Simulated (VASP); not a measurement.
## Ti2O: single point with PBEsol

Ti2O:

```
Ti O
1.0
     2.89389    0.00000    0.00000
    -1.44695    2.50618    0.00000
     0.00000    0.00000    4.78042
Ti O
2 1
Direct
  0.66667 0.33333 0.26476
  0.33333 0.66667 0.73524
  0.00000 0.00000 0.00000
```

This cell differs from its parent crystal: biaxial strain in the a-b plane: -2.0 %.

```
Program             : VASP 6.6.1
Task                : single point
Functional          : PBEsol
Potentials or basis : VASP PAW PBE potentials, release 64 (Ti_sv, O_h)
Cutoff              : 910 eV
k mesh              : 24 × 24 × 12
Occupations         : gaussian, width 0.1 eV
Spin                : no spin polarisation
```

- Pressure: 6.1 GPa
- Largest force: 0.190 eV/Å
- Band gap on the k mesh: zero (bands 15 and 16 overlap by 0.91 eV)

Forces in eV/Å, atoms in the order of the input:
```
Ti   0.000  0.000  0.190
Ti   0.000  0.000 -0.190
O    0.000  0.000  0.000
```

Stress tensor (GPa, compression positive):
```
8.74 0.00 0.00
0.00 8.74 0.00
0.00 0.00 0.91
```

Levels at points of the mesh, in eV from the Fermi level:
```csv
k point,band 11,band 12,band 13,band 14,band 15,band 16,band 17,band 18,band 19,band 20
"(0.00, 0.00, 0.00)",-6.25,-6.25,-3.69,-0.09,0.07,0.61,0.61,1.23,1.23,1.25
"(0.50, 0.00, 0.00)",-7.26,-6.71,-2.77,-1.26,-0.41,1.11,2.00,2.98,3.06,3.20
"(0.00, 0.00, 0.50)",-6.31,-6.31,-1.84,-1.78,0.19,0.19,1.21,2.02,2.02,2.24
"(0.50, 0.00, 0.50)",-7.28,-6.64,-1.77,-1.24,-0.56,-0.29,1.18,2.95,3.18,3.20
```

It took 9.7 min on 1 thread of AMD EPYC 9R45 96-Core Processor (Zen 5), with other jobs on the host, peak memory 0.97 GiB.

Caveat: the cell differs from its parent crystal (biaxial strain in the a-b plane: -2.0 %); the stress differs along the axes, from 1 to 9 GPa; the PAW data sets were made with another functional, which shifts forces and pressure a little.
